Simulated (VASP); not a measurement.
# K3W (Pm-3m) in VASP: a series of runs

Runs on K3W. Level: PBE. Tasks: single point, relaxation of cell and atoms.

Program: VASP 6.6.1. These are calculated values, not measurements. Logs are shortened: lines on timing, memory, paths and dates and some standing lists are left out, and cuts for length are marked.

## (1) The cell of the first run

The structure is cubic, space group Pm-3m (No. 221). The conventional cell has a = 5.442 Å, b = 5.442 Å, c = 5.442 Å, α = 90.00°, β = 90.00°, γ = 90.00°. K (site symmetry 4/mmm) has 8 K at 3.85 Å and 4 W at 3.85 Å within 5.1 Å. Within 5.1 Å of W (site symmetry m-3m) lie 12 K at 3.85 Å.

## (2) Single point, PBE

INCAR

```
SYSTEM = K3W
ALGO = Normal ; EDIFF = 1E-6
ENCUT = 520 ; GGA = PE
ISIF = 2 ; ISMEAR = 0
LASPH = .TRUE. ; LCHARG = .FALSE.
LREAL = .FALSE. ; LWAVE = .FALSE.
NBANDS = 28 ; NELM = 80
PREC = Accurate ; SIGMA = 0.1
```

KPOINTS

```
k-points
0
G
  4 4 4
  0 0 0
```

POSCAR

```
K3W
1.0
    5.4420730490      0.0000000000      0.0000000000
    0.0000000000      5.4420730490      0.0000000000
    0.0000000000      0.0000000000      5.4420730490
K W
3 1
Direct
    0.0000000000      0.5000000000      0.5000000000
    0.5000000000      0.0000000000      0.5000000000
    0.5000000000      0.5000000000      0.0000000000
    0.0000000000      0.0000000000      0.0000000000
```

Potentials or basis: VASP PAW PBE potentials, release 64 (K_sv, W_sv).

Launch:

```
> cat potpaw_PBE.64/K_sv/POTCAR potpaw_PBE.64/W_sv/POTCAR > POTCAR
> mpirun -np 1 vasp_std > vasp.out
```

OUTCAR:

```text
SYSTEM = K3W
   EDIFF = 1E-6
   ENCUT = 520
   GGA = PE
   ISIF = 2
   ISMEAR = 0
   LASPH = .TRUE.
   LREAL = .FALSE.
   NELM = 80
   PREC = Accurate

 ion  position               nearest neighbor table
   1  0.000  0.500  0.500-
   2  0.500  0.000  0.500-
   3  0.500  0.500  0.000-
   4  0.000  0.000  0.000-

  LATTYP: Found a simple cubic cell.
 ALAT       =     5.4420730490

  Lattice vectors:

 A1 = (   5.4420730490,   0.0000000000,   0.0000000000)
 A2 = (   0.0000000000,   5.4420730490,   0.0000000000)
 A3 = (   0.0000000000,   0.0000000000,   5.4420730490)

Analysis of symmetry for initial positions (statically):
=====================================================================
 Subroutine PRICEL returns:
 Original cell was already a primitive cell.

 Routine SETGRP: Setting up the symmetry group for a
 simple cubic supercell.

 Subroutine GETGRP returns: Found 48 space group operations
 (whereof 48 operations were pure point group operations)
 out of a pool of 48 trial point group operations.

The static configuration has the point symmetry O_h .

Analysis of symmetry for dynamics (positions and initial velocities):
=====================================================================
 Subroutine PRICEL returns:
 Original cell was already a primitive cell.

 Routine SETGRP: Setting up the symmetry group for a
 simple cubic supercell.

 Subroutine GETGRP returns: Found 48 space group operations
 (whereof 48 operations were pure point group operations)
 out of a pool of 48 trial point group operations.

The dynamic configuration has the point symmetry O_h .

 Subroutine INISYM returns: Found 48 space group operations
 (whereof 48 operations are pure point group operations),
 and found     1 'primitive' translations

----------------------------------------------------------------------------------------

                                     Primitive cell

  volume of cell :     161.1733

  direct lattice vectors                    reciprocal lattice vectors
     5.442073049  0.000000000  0.000000000     0.183753506  0.000000000  0.000000000
     0.000000000  5.442073049  0.000000000     0.000000000  0.183753506  0.000000000
     0.000000000  0.000000000  5.442073049     0.000000000  0.000000000  0.183753506

  length of vectors
     5.442073049  5.442073049  5.442073049     0.183753506  0.183753506  0.183753506

  position of ions in fractional coordinates (direct lattice)
     0.000000000  0.500000000  0.500000000
     0.500000000  0.000000000  0.500000000
     0.500000000  0.500000000  0.000000000
     0.000000000  0.000000000  0.000000000

  ion indices of the primitive-cell ions
   primitive index   ion index
                 1           1
                 2           2
                 3           3
                 4           4

----------------------------------------------------------------------------------------

 KPOINTS: k-points

Automatic generation of k-mesh.
 Grid dimensions read from file:
 generate k-points for:    4    4    4

 Generating k-lattice:

  Cartesian coordinates                     Fractional coordinates (reciprocal lattice)
     0.045938376  0.000000000  0.000000000     0.250000000  0.000000000  0.000000000
     0.000000000  0.045938376  0.000000000     0.000000000  0.250000000  0.000000000
     0.000000000  0.000000000  0.045938376     0.000000000  0.000000000  0.250000000

  Length of vectors
     0.045938376  0.045938376  0.045938376

  Shift w.r.t. Gamma in fractional coordinates (k-lattice)
     0.000000000  0.000000000  0.000000000

 Subroutine IBZKPT returns following result:
 ===========================================

 Found     10 irreducible k-points:

 Following reciprocal coordinates:
            Coordinates               Weight
  0.000000  0.000000  0.000000      1.000000
  0.250000  0.000000  0.000000      6.000000
  0.500000  0.000000  0.000000      3.000000
  0.250000  0.250000  0.000000     12.000000
  0.500000  0.250000  0.000000     12.000000
  0.500000  0.500000  0.000000      3.000000
  0.250000  0.250000  0.250000      8.000000
  0.500000  0.250000  0.250000     12.000000
  0.500000  0.500000  0.250000      6.000000
  0.500000  0.500000  0.500000      1.000000
   k-points           NKPTS =     10   k-points in BZ     NKDIM =     10   number of bands    NBANDS=     28
   number of dos      NEDOS =    301   number of ions     NIONS =      4
   total plane-waves  NPLWV =  64000
   dimension x,y,z NGX =    40 NGY =   40 NGZ =   40
   dimension x,y,z NGXF=    80 NGYF=   80 NGZF=   80
   ions per type =               3   1
   NGX,Y,Z   is equivalent  to a cutoff of  12.22, 12.22, 12.22 a.u.
   NGXF,Y,Z  is equivalent  to a cutoff of  24.44, 24.44, 24.44 a.u.
 SYSTEM =  K3W
   PREC   = accura    normal or accurate (medium, high low for compatibility)
   ISTART =      0    job   : 0-new  1-cont  2-samecut
   ICHARG =      2    charge: 1-file 2-atom 10-const
   ISPIN  =      1    spin polarized calculation?
   LNONCOLLINEAR =      F non collinear calculations
   LSORBIT =      F    spin-orbit coupling
   LASPH  =      T    aspherical Exc in radial PAW
   ENCUT  =  520.0 eV  38.22 Ry    6.18 a.u.  10.12 10.12 10.12*2*pi/ulx,y,z
   NELM   =     80;   NELMIN=  2; NELMDL= -5     # of ELM steps
   EDIFF  = 0.1E-05   stopping-criterion for ELM
   LREAL  =      F    real-space projection
   EDIFFG = 0.1E-04   stopping-criterion for IOM
   NSW    =      0    number of steps for IOM
   IBRION =     -1    ionic relax: 0-MD 1-quasi-New 2-CG
   NFREE  =      0    steps in history (QN), initial steepest desc. (CG)
   ISIF   =      2    stress and relaxation
   ISYM   =      2    0-nonsym 1-usesym 2-fastsym
   POTIM  = 0.5000    time-step for ionic-motion
   TEBEG  =    0.0;   TEEND  =   0.0 temperature during run
   PSTRESS=    0.0 pullay stress
   NELECT =      41.0000    total number of electrons
   NUPDOWN=      -1.0000    fix difference up-down
   EMIN   =  10.00;   EMAX   =-10.00  energy-range for DOS
   EFERMI =   0.00;   METHOD = LEGACY
   ISMEAR =     0;   SIGMA  =   0.10  broadening in eV -4-tet -1-fermi 0-gaus
   EFERMI_NEDOS =   21; number of points for ismear=-14 and -15
   IALGO  =     38    algorithm
   IMIX   =      4    mixing-type and parameters
     AMIX     =   0.40;   BMIX     =  1.00
     AMIX_MAG =   1.60;   BMIX_MAG =  1.00
  volume/ion in A,a.u.               =      40.29       271.91
  Fermi-wavevector in a.u.,A,eV,Ry     =   1.037302  1.960216 14.639798  1.075995
  Thomas-Fermi vector in A             =   2.171733
   LORBIT       =      0    0 simple, 1 ext, 2 COOP (PROOUT), +10 PAW based schemes
   GGA     = PE    functional components
   LHFCALC =     F    Hartree Fock is set to
   AEXX    =    0.0000 exact exchange contribution
   IVDW    =     0    specifies the selected vdW correction
   LEPSILON=     F    determine dielectric tensor
   LRPA    =     F    only Hartree local field effects (RPA)
 non-spin polarized calculation
 Gauss-broadening in eV      SIGMA  =   0.10
  energy-cutoff  :      520.00
  volume of cell :      161.17
 maximum number of plane-waves:      4385
   NGX = 21   NGY = 21   NGZ = 21

 number of electron      41.0000012 magnetization

 Free energy of the ion-electron system (eV)
  ---------------------------------------------------
  ext. energy  EPLUGINS =         0.00000000
  ---------------------------------------------------
  free energy    TOTEN  =        -8.25482392 eV

  energy without entropy =       -8.14064823  energy(sigma->0) =       -8.19773608

 E-fermi :   1.3564     XC(G=0):  -7.6623

 val. band max:        1.3562875438   @ k =   0.2500   0.2500   0.0000
 cond. band min:       1.3597555444   @ k =   0.5000   0.2500   0.0000
 fundamental gap:      0.0034680007
 Fermi energy:         1.3564018088

 k-point     1 :       0.0000    0.0000    0.0000
  band No.  band energies     occupation
      1     -72.4516      2.00000
      2     -36.6258      2.00000
      3     -36.6258      2.00000
      4     -36.6258      2.00000
      5     -29.9418      2.00000
      6     -29.8883      2.00000
[... 20 lines left out ...]
     27       5.2698      0.00000
     28       5.2958      0.00000

 k-point     2 :       0.2500    0.0000    0.0000
  band No.  band energies     occupation
      1     -72.4516      2.00000
      2     -36.6258      2.00000
      3     -36.6258      2.00000
      4     -36.6258      2.00000
      5     -29.9349      2.00000
      6     -29.8951      2.00000
[... 20 lines left out ...]
     27       5.2236      0.00000
     28       5.4377      0.00000

 k-point     3 :       0.5000    0.0000    0.0000
  band No.  band energies     occupation
      1     -72.4516      2.00000
      2     -36.6259      2.00000
      3     -36.6257      2.00000
      4     -36.6257      2.00000
      5     -29.9238      2.00000
      6     -29.9061      2.00000
[... 20 lines left out ...]
     27       5.1291      0.00000
     28       5.5456      0.00000

 k-point     4 :       0.2500    0.2500    0.0000
  band No.  band energies     occupation
      1     -72.4516      2.00000
      2     -36.6258      2.00000
      3     -36.6258      2.00000
      4     -36.6257      2.00000
      5     -29.9288      2.00000
      6     -29.8971      2.00000
[... 144 lines left out ...]
     27       4.5812      0.00000
     28       4.6988      0.00000

 k-point     9 :       0.5000    0.5000    0.2500
  band No.  band energies     occupation
      1     -72.4516      2.00000
      2     -36.6259      2.00000
      3     -36.6259      2.00000
      4     -36.6258      2.00000
      5     -29.9058      2.00000
      6     -29.9058      2.00000
[... 20 lines left out ...]
     27       4.3615      0.00000
     28       4.5435      0.00000

 k-point    10 :       0.5000    0.5000    0.5000
  band No.  band energies     occupation
      1     -72.4516      2.00000
      2     -36.6259      2.00000
      3     -36.6259      2.00000
      4     -36.6259      2.00000
      5     -29.9057      2.00000
      6     -29.9057      2.00000
[... 20 lines left out ...]
     27       3.9896      0.00000
     28       3.9896      0.00000

------------------------ aborting loop because EDIFF is reached ----------------------------------------

  FORCE on cell =-STRESS in cart. coord.  units (eV):
  Direction    XX          YY          ZZ          XY          YZ          ZX
  --------------------------------------------------------------------------------------
  -------------------------------------------------------------------------------------
  Total        0.0888117      0.0888117      0.0888117     -0.0000000      0.0000000     -0.0000000
  in kB        0.8828516      0.8828516      0.8828516     -0.0000000      0.0000000     -0.0000000
  external PRESSURE =       0.8828516 kB  Pullay stress =       0.0000000 kB

 VOLUME and BASIS-vectors are now :
 -----------------------------------------------------------------------------
  energy-cutoff  :      520.00
  volume of cell :      161.17
      direct lattice vectors                 reciprocal lattice vectors
     5.442073049  0.000000000  0.000000000     0.183753506  0.000000000  0.000000000
     0.000000000  5.442073049  0.000000000     0.000000000  0.183753506  0.000000000
     0.000000000  0.000000000  5.442073049     0.000000000  0.000000000  0.183753506

 POSITION                                       TOTAL-FORCE (eV/Angst)
 -----------------------------------------------------------------------------------
      0.00000      2.72104      2.72104         0.000000      0.000000      0.000000
      2.72104      0.00000      2.72104         0.000000      0.000000      0.000000
      2.72104      2.72104      0.00000         0.000000      0.000000      0.000000
      0.00000      0.00000      0.00000         0.000000      0.000000      0.000000
 -----------------------------------------------------------------------------------
    total drift:                               -0.000000      0.000000     -0.000000

  FREE ENERGIE OF THE ION-ELECTRON SYSTEM (eV)
  ---------------------------------------------------
  free  energy   TOTEN  =        -8.2548239249 eV

  energy  without entropy=       -8.1406482350  energy(sigma->0) =       -8.19773608
```

Wall time 46 s (1 thread of AMD EPYC 9R14 (Zen 4), shared host); peak memory 0.22 GiB.

What came out:

```yaml
Free_energy: -8.2548 eV
Pressure: 0.1 GPa
Band_gap_on_the_k_mesh: zero (an odd number of electrons rules out a gap without spin polarisation)
```

Levels at points of the mesh, in eV from the Fermi level:
| k point | band 16 | band 17 | band 18 | band 19 | band 20 | band 21 | band 22 | band 23 | band 24 | band 25 |
| --- | --- | --- | --- | --- | --- | --- | --- | --- | --- | --- |
| (0.00, 0.00, 0.00) | -14.66 | -3.49 | -0.54 | -0.54 | -0.05 | -0.05 | -0.05 | 0.26 | 2.48 | 2.48 |
| (0.50, 0.00, 0.00) | -14.67 | -2.62 | -1.05 | -0.30 | 0.03 | 0.03 | 0.03 | 0.25 | 1.55 | 2.16 |
| (0.50, 0.50, 0.00) | -14.60 | -2.04 | -0.56 | 0.03 | 0.05 | 0.05 | 0.05 | 0.05 | 0.41 | 1.32 |
| (0.50, 0.50, 0.50) | -14.60 | -1.91 | -0.51 | -0.51 | -0.51 | 0.35 | 0.35 | 1.18 | 1.18 | 1.18 |

Caveat: spin-orbit coupling is left out, which moves the levels of the heavy elements.

## (3) Relaxation of cell and atoms, PBE

This run uses another cell than the first one, of 30.77 Å³/atom.

INCAR

```
SYSTEM = K3W
  PREC = Accurate
  ENCUT = 600
  EDIFF = 1E-6
  ISMEAR = 0
  SIGMA = 0.1
  LREAL = .False.
  LASPH = .True.
  NELM = 60
  ALGO = Normal
  ISIF = 3
  LWAVE = .False.
  LCHARG = .False.
  GGA = PE
  IBRION = 2
  NSW = 90
  EDIFFG = -0.04
```

KPOINTS

```
Automatic mesh
0
Gamma
  4 4 4
  0 0 0
```

POSCAR

```
K3W
1.0
    4.9744493244      0.0000000000      0.0000000000
    0.0000000000      4.9744493244      0.0000000000
    0.0000000000      0.0000000000      4.9744493244
K W
3 1
Direct
    0.0000000000      0.5000000000      0.5000000000
    0.5000000000      0.0000000000      0.5000000000
    0.5000000000      0.5000000000      0.0000000000
    0.0000000000      0.0000000000      0.0000000000
```

Potentials or basis: VASP PAW PBE potentials, release 64 (K_sv, W_sv).

Launch:

```
> cat potpaw_PBE.64/K_sv/POTCAR potpaw_PBE.64/W_sv/POTCAR > POTCAR
> mpirun -np 1 vasp_std > vasp.out
```

OUTCAR:

```text
SYSTEM = K3W
   PREC = Accurate
   ENCUT = 600
   EDIFF = 1E-6
   ISMEAR = 0
   LREAL = .False.
   LASPH = .True.
   NELM = 60
   ISIF = 3
   GGA = PE
   IBRION = 2
   NSW = 90
   EDIFFG = -0.04

 ion  position               nearest neighbor table
   1  0.000  0.500  0.500-   2 3.52   3 3.52   4 3.52   3 3.52   4 3.52   2 3.52   4 3.52   4 3.52
                             2 3.52   3 3.52   3 3.52   2 3.52
   2  0.500  0.000  0.500-   1 3.52   3 3.52   4 3.52   3 3.52   4 3.52   1 3.52   3 3.52   3 3.52
                             1 3.52   4 3.52   4 3.52   1 3.52
   3  0.500  0.500  0.000-   1 3.52   2 3.52   4 3.52   1 3.52   2 3.52   2 3.52   4 3.52   2 3.52
                             1 3.52   4 3.52   1 3.52   4 3.52
   4  0.000  0.000  0.000-   1 3.52   2 3.52   3 3.52   1 3.52   2 3.52   1 3.52   3 3.52   1 3.52
                             2 3.52   3 3.52   2 3.52   3 3.52

  LATTYP: Found a simple cubic cell.
 ALAT       =     4.9744493244

  Lattice vectors:

 A1 = (   4.9744493244,   0.0000000000,   0.0000000000)
 A2 = (   0.0000000000,   4.9744493244,   0.0000000000)
 A3 = (   0.0000000000,   0.0000000000,   4.9744493244)

Analysis of symmetry for initial positions (statically):
=====================================================================
 Subroutine PRICEL returns:
 Original cell was already a primitive cell.

[... 151 lines left out ...]

 number of electron      40.9999995 magnetization

 Free energy of the ion-electron system (eV)
  ---------------------------------------------------
  ext. energy  EPLUGINS =         0.00000000
  ---------------------------------------------------
  free energy    TOTEN  =        -7.77260353 eV

  energy without entropy =       -7.68857356  energy(sigma->0) =       -7.73058854

------------------------ aborting loop because EDIFF is reached ----------------------------------------

  FORCE on cell =-STRESS in cart. coord.  units (eV):
  Direction    XX          YY          ZZ          XY          YZ          ZX
  --------------------------------------------------------------------------------------
  -------------------------------------------------------------------------------------
  Total        3.6969230      3.6969230      3.6969230      0.0000000      0.0000000     -0.0000000
  in kB       48.1189293     48.1189293     48.1189293      0.0000000      0.0000000     -0.0000000
  external PRESSURE =      48.1189293 kB  Pullay stress =       0.0000000 kB
[... 101 lines left out ...]
--------------------------------------- Ionic step        4  -------------------------------------------

 number of electron      41.0000012 magnetization

 Free energy of the ion-electron system (eV)
  ---------------------------------------------------
  ext. energy  EPLUGINS =         0.00000000
  ---------------------------------------------------
  free energy    TOTEN  =        -8.24997443 eV

  energy without entropy =       -8.13541578  energy(sigma->0) =       -8.19269511

 E-fermi :   1.3334     XC(G=0):  -7.6426

 val. band max:        1.3267201851   @ k =   0.2500   0.0000   0.0000
 cond. band min:       1.3337760082   @ k =   0.2500   0.2500   0.0000
 fundamental gap:      0.0070558231
 Fermi energy:         1.3333530283

 k-point     1 :       0.0000    0.0000    0.0000
  band No.  band energies     occupation
      1     -72.4795      2.00000
      2     -36.6533      2.00000
      3     -36.6533      2.00000
      4     -36.6533      2.00000
      5     -29.9663      2.00000
      6     -29.9141      2.00000
[... 290 lines left out ...]
  FREE ENERGIE OF THE ION-ELECTRON SYSTEM (eV)
  ---------------------------------------------------
  free  energy   TOTEN  =        -8.2499744329 eV

  energy  without entropy=       -8.1354157775  energy(sigma->0) =       -8.19269511

 reached required accuracy - stopping structural energy minimisation
```

Run time: 2.4 min. Hardware: 1 thread of AMD EPYC 9R14 (Zen 4), shared host; peak memory 0.22 GiB.

What came out:

```
Free energy                           : -8.2500 eV
Relaxed volume                        : 40.52 Å³/atom
Relaxed cell                          : a = 5.452 Å, b = 5.452 Å, c = 5.452 Å, α = 90.00°, β = 90.00°, γ = 90.00°
Space group after relaxing (to 0.1 Å) : Pm-3m (No. 221)
Energy gained by relaxing             : 119.3 meV/atom
Ionic steps                           : 4
Pressure after relaxing               : 0.0 GPa
Band gap on the k mesh                : zero (an odd number of electrons rules out a gap without spin polarisation)
```

Step by step:
```
step  energy change (eV)  largest force (eV/Å)  pressure (GPa)  volume (Å³)
   1              0.0000                0.0000            4.81       123.09
   2             -0.3529                0.0000            2.02       140.30
   3             -0.4718                0.0000            0.37       157.39
   4             -0.4774                0.0000            0.03       162.09
```

Final structure:
```
K W
1.0
     5.45233    0.00000    0.00000
     0.00000    5.45233    0.00000
     0.00000    0.00000    5.45233
K W
3 1
Direct
  0.00000 0.50000 0.50000
  0.50000 0.00000 0.50000
  0.50000 0.50000 0.00000
  0.00000 0.00000 0.00000
```

Caveat: the volume moved by over 15 % at a fixed basis, so the end points are rough; spin-orbit coupling is left out, which moves the levels of the heavy elements.
